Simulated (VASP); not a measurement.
**Si2C: single point with PBE**

Si2C:

```
Si C
1.0
     2.73095    0.00000    0.00000
    -1.36547    2.36507    0.00000
     0.00000    0.00000    6.68943
Si C
2 1
Direct
  0.33333 0.66667 0.66667
  0.66667 0.33333 0.33333
  0.00000 0.00000 0.00000
```

```
Program             : VASP 6.6.1
Task                : single point
Functional          : PBE
Potentials or basis : VASP PAW PBE potentials, release 64 (Si, C)
Cutoff              : 520 eV
k mesh              : 6 × 6 × 4
Occupations         : gaussian, width 0.1 eV
Spin                : collinear spin, ferromagnetic start
Starting moments    : [0.0, 0.0, 1.0] μB
```

The pressure is -11.9 GPa and the largest force is 1.795 eV/Å. The band gap on the k mesh is zero (filled and empty bands overlap). The net moment is 0.00 μB per cell and the valence electrons inside the program's atomic spheres are Si 1.50; C 2.01.

Forces on the atoms (eV/Å):
```
Si   0.000  0.000  1.795
Si   0.000  0.000 -1.795
C    0.000  0.000  0.000
```

Stress tensor (GPa, compression positive):
```
 -8.71   0.00   0.00
  0.00  -8.71   0.00
  0.00   0.00 -18.37
```

Levels at points of the mesh, in eV from the Fermi level:
Spin up:
```
           k point  band 4  band 5  band 6  band 7  band 8  band 9
(0.00, 0.00, 0.00)   -1.79   -1.52    3.50    3.50    7.71    9.07
(0.50, 0.00, 0.00)   -4.40   -3.65   -3.53    1.74    1.88    3.62
(0.00, 0.00, 0.50)   -5.70    2.99    3.50    3.50    5.12    9.12
(0.50, 0.00, 0.50)   -5.18   -2.39   -0.98   -0.85    1.02    1.94
```
Spin down:
```
           k point  band 3  band 4  band 5  band 6  band 7  band 8  band 9  band 10
(0.00, 0.00, 0.00)  -10.24   -1.79   -1.52    3.50    3.50    7.71    9.07     9.07
(0.50, 0.00, 0.00)   -5.88   -4.40   -3.65   -3.53    1.74    1.88    3.62     3.86
(0.00, 0.00, 0.50)   -7.73   -5.70    2.99    3.50    3.50    5.12    9.12     9.12
(0.50, 0.00, 0.50)   -6.80   -5.18   -2.39   -0.98   -0.85    1.02    1.94     4.23
```

Wall time 25 s on 1 thread of Intel(R) Xeon(R) Platinum 8559C (Emerald Rapids) (shared host), peak memory 0.16 GiB.

Caveat: the k points lie up to 0.44 Å⁻¹ apart; forces of over 1 eV/Å act on the atoms, so gaps and moduli don't describe the material at rest.
